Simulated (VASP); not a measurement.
Set up this calculation in VASP 6.6.1, as the native input.

- Task: single point
- Functional: LDA
- Potentials or basis: VASP PAW LDA potentials, release 64 (Ca_sv, B)
- Cutoff: 520 eV
- k mesh: 15 × 15 × 11
- Occupations: gaussian, width 0.1 eV
- Spin: no spin polarisation
- Dipole correction: no
- Further INCAR settings: ALGO = Normal; EDIFF = 1e-06; NBANDS = 15

The structure of CaB2 lies in POSCAR:

```
CaB2
1.0
    3.2264302843      0.0000000000      0.0000000000
   -1.6132151421      2.7941705897      0.0000000000
    0.0000000000      0.0000000000      4.0673920000
Ca B
1 2
Direct
    0.0000000000      0.0000000000      0.0000000000
    0.6666666667      0.3333333333      0.5000000000
    0.3333333333      0.6666666667      0.5000000000
```

These files were run (other wordings do the same):

INCAR

```
  PREC = Accurate
  ENCUT = 520
  EDIFF = 1E-6
  ISMEAR = 0
  SIGMA = 0.1
  LREAL = False
  LASPH = True
  NELM = 60
  ALGO = Normal
  ISIF = 2
  LWAVE = False
  LCHARG = False
  GGA = CA
  NBANDS = 15
```

KPOINTS

```
Automatic mesh
0
Gamma
  15 15 11
```

Potentials or basis: VASP PAW LDA potentials, release 64 (Ca_sv, B).

Command:

```console
$ cat potpaw_LDA.64/Ca_sv/POTCAR potpaw_LDA.64/B/POTCAR > POTCAR
$ mpirun -np 1 vasp_std > vasp.out
```

Results of the run:

```yaml
Pressure: -6.6 GPa
Band_gap_on_the_k_mesh: zero (bands 8 and 9 overlap by 1.55 eV)
```

Caveat: the cell stands under tension.

Run time: 27 s on 1 thread of Intel(R) Xeon(R) 6975P-C (Granite Rapids) (shared host), peak memory 0.2 GiB.
